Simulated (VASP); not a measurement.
ZnSe (zincblende type): single point with PBE

The system is ZnSe (zincblende type).

```
Zn Se
1.0
     0.00000    2.74679    2.74679
     2.74679    0.00000    2.74679
     2.74679    2.74679    0.00000
Zn Se
1 1
Cartesian
  0.0000 0.0000 0.0000
  1.3734 1.3734 1.3734
```

This cell differs from its parent crystal: volume scaled by 0.88.

| Item | Value |
| --- | --- |
| Program | VASP 6.6.1 |
| Task | single point |
| Functional | PBE |
| Potentials or basis | VASP PAW PBE potentials, release 64 (Zn, Se) |
| Cutoff | 520 eV |
| k mesh | 11 × 11 × 11 |
| Occupations | fermi-dirac, width 0.1 eV |
| Spin | no spin polarisation |
| Dipole correction | no |
| Further INCAR settings | ALGO = Normal; EDIFF = 1e-06; NBANDS = 16 |

```yaml
Pressure: 10.0 GPa
Band_gap_on_the_k_mesh: 1.68 eV, direct
```

Levels at points of the mesh, in eV from the valence-band top:
| k point | band 5 | band 6 | band 7 | band 8 | band 9 | band 10 | band 11 | band 12 | band 13 | band 14 |
| --- | --- | --- | --- | --- | --- | --- | --- | --- | --- | --- |
| (0.00, 0.00, 0.00) | -6.47 | -6.47 | 0.00 | 0.00 | 0.00 | 1.68 | 5.75 | 5.75 | 5.75 | 10.29 |

Wall time 87 s on 1 thread of AMD EPYC 7R13 (shared host), peak memory 0.16 GiB.
